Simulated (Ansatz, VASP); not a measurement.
**One calculation of V3Sn, two programs**

```
Sn V
1.0
     4.93100    0.00000    0.00000
     0.00000    4.93100    0.00000
     0.00000    0.00000    4.93100
Sn V
2 6
Direct
  0.00000 0.00000 0.00000
  0.50000 0.50000 0.50000
  0.25000 0.00000 0.50000
  0.50000 0.75000 0.00000
  0.75000 0.00000 0.50000
  0.50000 0.25000 0.00000
  0.00000 0.50000 0.75000
  0.00000 0.50000 0.25000
```

Alike in both runs: task single point; functional LDA; k mesh 5 × 5 × 5; occupations gaussian, width 0.1 eV; collinear spin.

```csv
,VASP,Ansatz
version,VASP 6.6.1,Ansatz 0.2.0
potentials or method,"VASP PAW LDA potentials, release 64 (Sn_d, V_sv), cutoff 520 eV","PAW, plane waves, scalar-relativistic"
valence electrons in the cell,106,106
```

Ansatz gave:

| Property | Result |
| --- | --- |
| pressure (GPa) | -8.3 |
| net moment per atom (μB) | 0.00 |

Q: Which values does VASP return?

A: Pressure (GPa): -7.8; net moment per atom (μB): 0.00.

LDA's correlation is that of Perdew and Zunger in VASP and of Perdew and Wang (1992) in Ansatz. Ansatz's warnings: seeded moment not kept.
